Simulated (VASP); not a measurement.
Runs of VASP 6.6.1 on Ti. It takes space group Im-3m (No. 229, cubic). Conventional cell: a = 3.282 Å, b = 3.282 Å, c = 3.282 Å, α = 90.00°, β = 90.00°, γ = 90.00°. Within 3.7 Å of Ti (site symmetry m-3m) lie 14 Ti at 2.84 to 3.28 Å. 

| k mesh | gap on the mesh (eV) | pressure (GPa) |
| --- | --- | --- |
| 10 × 10 × 10 | none | -2.5 |
| 3 × 3 × 3 | none | -3.3 |
| 6 × 6 × 6 | none | -2.0 |
| 12 × 12 × 12 | none | -2.6 |
| 4 × 4 × 4 | none | -2.6 |
| 8 × 8 × 8 | none | (a) |

Alike in all rows: task single point; level r2SCAN; potentials or basis VASP PAW PBE potentials, release 64 (Ti_sv); no spin polarisation; cell as given; cutoff (eV) 520; smearing gaussian 0.15 eV.

Problem. Estimate the missing entries.

Solution. (a) -2.9.

Caveats: some runs use coarse meshes; the PAW data sets were made with another functional, which shifts forces and pressure a little.

A gap of «none» marks levels without a gap at the run's occupations.
